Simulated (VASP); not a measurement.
Crystal: FeCo3.

```
Fe Co
1.0
     3.53570    0.00000    0.00000
     0.00000    3.53570    0.00000
     0.00000    0.00000    3.53570
Fe Co
1 3
Direct
  0.00000 0.00000 0.00000
  0.50000 0.50000 0.00000
  0.50000 0.00000 0.50000
  0.00000 0.50000 0.50000
```

Program: VASP 6.6.1. Alike in all runs: task single point; potentials or basis VASP PAW PBE potentials, release 64 (Fe, Co); cell as given; cutoff (eV) 520.

Task: Order these runs on this cell by their pressure, lowest first.
A. level PBEsol; spin collinear, ferromagnetic start; k mesh 1 × 1 × 1; smearing gaussian 0.1 eV
B. level PBEsol; spin off; k mesh 12 × 12 × 12; smearing gaussian 0.1 eV
C. level r2SCAN; spin collinear, ferrimagnetic start; k mesh 12 × 12 × 12; smearing gaussian 0.1 eV
D. level PBEsol; spin collinear, ferromagnetic start; k mesh 6 × 6 × 6; smearing gaussian 0.05 eV

Result: B (-26.0 GPa), D (-8.0 GPa), C (-4.4 GPa), A (16.5 GPa).

Caveats: some runs use coarse meshes; the PAW data sets were made with another functional, which shifts forces and pressure a little; the cell stands under tension (at least some runs).
